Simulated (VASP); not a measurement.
A run of VASP 6.6.1:

INCAR

```
SYSTEM = K
PREC     = Accurate       ! precision mode
ENCUT    = 520            ! plane-wave cutoff, eV
EDIFF    = 1E-6           ! SCF threshold, eV
ISMEAR   = 0              ! smearing method
SIGMA    = 0.1            ! smearing width, eV
LREAL    = .FALSE.        ! projectors in reciprocal space
LASPH    = .TRUE.         ! aspherical terms in the spheres
NELM     = 60             ! most SCF steps
ALGO     = Normal         ! electronic algorithm
ISIF     = 2              ! what is computed and relaxed
LWAVE    = .FALSE.        ! write WAVECAR
LCHARG   = .TRUE.         ! write CHGCAR
GGA      = PE             ! functional
LELF     = .TRUE.         ! ELF
LVHAR    = .TRUE.       
NBANDS   = 10             ! bands
```

The input KPOINTS:

```
Automatic mesh
0
G
  12 12 12
  0 0 0
```

The input POSCAR:

```
K
1.0
   -2.5591941999      2.5591941999      2.5591941999
    2.5591941999     -2.5591941999      2.5591941999
    2.5591941999      2.5591941999     -2.5591941999
K
1
Direct
    0.0000000000      0.0000000000      0.0000000000
```

Potentials or basis: VASP PAW PBE potentials, release 64 (K_sv).

The run is started by

```console
$ cat potpaw_PBE.64/K_sv/POTCAR > POTCAR
$ mpirun -np 1 vasp_std > vasp.out
```

Hardware: 1 thread of AMD EPYC 9R45 96-Core Processor (Zen 5), with other jobs on the host.

Q: Estimate the wall time of this run.

A: It took 35 s on 1 thread of AMD EPYC 9R45 96-Core Processor (Zen 5), with other jobs on the host, peak memory 0.18 GiB. Counts: scf iterations 10, k points 72.
